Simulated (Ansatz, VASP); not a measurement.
**Si in VASP and in Ansatz**

```
Si
1.0
     7.49866    0.00000    0.00000
    -3.74933    6.49403    0.00000
     0.00000    0.00000    5.20289
Si
12
Direct
  0.28997 0.00000 0.00000
  0.00000 0.28997 0.66667
  0.71003 0.71003 0.33333
  0.71003 0.00000 0.50000
  0.00000 0.71003 0.16667
  0.28997 0.28997 0.83333
  0.40812 0.81625 0.75000
  0.18375 0.59188 0.41667
  0.40812 0.59188 0.08333
  0.59188 0.18375 0.25000
  0.81625 0.40812 0.91667
  0.59188 0.40812 0.58333
```

Alike in both runs: functional PBE; k mesh 3 × 3 × 4; occupations gaussian, width 0.1 eV; no spin polarisation.

Ansatz relaxed the structure, and its values are those at the end. VASP's run is a single point on that final structure, the one shown.

|  | VASP | Ansatz |
| --- | --- | --- |
| version | VASP 6.6.1 | Ansatz 0.2.0 |
| potentials or method | VASP PAW PBE potentials, release 64 (Si), cutoff 520 eV | scalar-relativistic, plane waves, PAW |
| valence electrons in the cell | 48 | 48 |

```csv
,VASP,Ansatz,Ansatz less VASP
gap on the k mesh at the Fermi level (eV),1.05,1.05,-0.002
least direct gap on the mesh (eV),1.05,1.05,-0.002
pressure (GPa),0.0,0.1,+0.08
rms of the force components (eV/Å),0.004,0.003,-0.0005
```

With one functional, cell and mesh, what is left measures potentials, basis and numerics.
